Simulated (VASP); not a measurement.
A run of VASP 6.6.1 is set up as follows.

File INCAR:

```
ALGO = Normal
EDIFF = 1E-6
EDIFFG = -0.002
ENCUT = 600
GGA = PE
IBRION = 2
ISIF = 3
ISMEAR = -1
LASPH = T
LCHARG = F
LREAL = F
LWAVE = F
NELM = 60
NSW = 80
PREC = Accurate
PSTRESS = 212.0
SIGMA = 0.1
```

Contents of KPOINTS:

```
k-points
0
Gamma
  24 24 12
```

File POSCAR:

```
Be
1.0
    2.1582560695      0.0000000000      0.0000000000
   -1.0791280348      1.8691045841      0.0000000000
    0.0000000000      0.0000000000      3.4161039472
Be
2
Direct
    0.3333333333      0.6666666667      0.2500000000
    0.6666666667      0.3333333333      0.7500000000
```

Potentials or basis: VASP PAW PBE potentials, release 64 (Be).

Command:

```bash
$ cat potpaw_PBE.64/Be/POTCAR > POTCAR
$ mpirun -np 1 vasp_std > vasp.out
```

Problem. Predict the band gap on the k mesh.

Solution. Zero (bands 2 and 3 overlap by 2.22 eV).

Problem. Estimate the relaxed volume.

Solution. 6.90 Å³/atom.

Problem. Estimate the relaxed cell.

Solution. a = 2.159 Å, b = 2.159 Å, c = 3.418 Å, α = 90.00°, β = 90.00°, γ = 120.00°.

Problem. Estimate the space group after relaxing (to 0.1 Å).

Solution. P6_3/mmc (No. 194).

Step by step:
```
step  energy change (eV)  largest force (eV/Å)  pressure (GPa)  volume (Å³)
   1              0.0000                0.0000           21.52        13.78
   2             -0.0037                0.0000           21.14        13.81
   3             -0.0031                0.0000           21.20        13.80
```

Caveat: the cell is relaxed towards a set pressure, so the run minimises the enthalpy, not the energy.
